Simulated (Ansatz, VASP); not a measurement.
## Ta in VASP and in Ansatz

The input INCAR:

```
SYSTEM = Ta
ALGO     = Normal         ! electronic algorithm
EDIFF    = 1E-6           ! SCF threshold, eV
ENCUT    = 520            ! plane-wave cutoff, eV
GGA      = PE             ! functional
ISIF     = 2              ! what is computed and relaxed
ISMEAR   = 0              ! smearing method
LASPH    = .True.         ! aspherical terms in the spheres
LCHARG   = .True.         ! write CHGCAR
LELF     = .True.         ! ELF
LREAL    = .False.        ! projectors in reciprocal space
LVHAR    = .True.       
LWAVE    = .False.        ! write WAVECAR
NBANDS   = 12             ! bands
NELM     = 60             ! most SCF steps
PREC     = Accurate       ! precision mode
SIGMA    = 0.15           ! smearing width, eV
```

KPOINTS

```
k-points
0
Gamma
  20 20 20
  0 0 0
```

POSCAR

```
Ta
1.0
   -1.7008184000      1.7008184000      1.6017416000
    1.7008184000     -1.7008184000      1.6017416000
    1.7008184000      1.7008184000     -1.6017416000
Ta
1
Direct
    0.0000000000      0.0000000000      0.0000000000
```

Input for Ansatz:

```yaml
crystal:
  lattice:
    - [-1.7008184, 1.7008184, 1.6017416]
    - [1.7008184, -1.7008184, 1.6017416]
    - [1.7008184, 1.7008184, -1.6017416]
  atoms:
    - { symbol: Ta, position: [0.0, 0.0, 0.0] }
basis:
  ecutwfc: 420
kpoints:
  mp_grid: { grid: [20, 20, 20] }
hamiltonian:
  xc: pbe
scf:
  occupations: { method: gaussian, width: 0.15 }
output:
  forces: true
  stress: true
  eigenvalues: true
```

Change from the starting cell: strain +0.030 along x and y, -0.030 along z, atoms carried along.

Alike in both runs: task single point; functional PBE; k mesh 20 × 20 × 20; occupations gaussian, width 0.15 eV; no spin polarisation.

|  | VASP | Ansatz |
| --- | --- | --- |
| version | VASP 6.6.1 | Ansatz 0.2.0 |
| potentials or method | VASP PAW PBE potentials, release 64 (Ta_pv), cutoff 520 eV | scalar-relativistic, plane waves, PAW |
| valence electrons in the cell | 11 | 13 |

VASP gave:

| Quantity | Value |
| --- | --- |
| gap on the k mesh at the Fermi level (eV) | none |
| pressure (GPa) | -2.1 |
| traceless stress, the component that is largest in VASP (GPa) | 3.68 |

Q: What did Ansatz give for the same quantities?

A: gap on the k mesh at the Fermi level (eV): none; pressure (GPa): -2.1; traceless stress, the component that is largest in VASP (GPa): 3.70.

A gap of «none» marks a metal or a gap that the smearing closes. VASP's potentials hold 11 valence electrons a cell and Ansatz's 13, so a difference there can come from the potentials and not from the codes.

Spin-orbit coupling is off throughout.
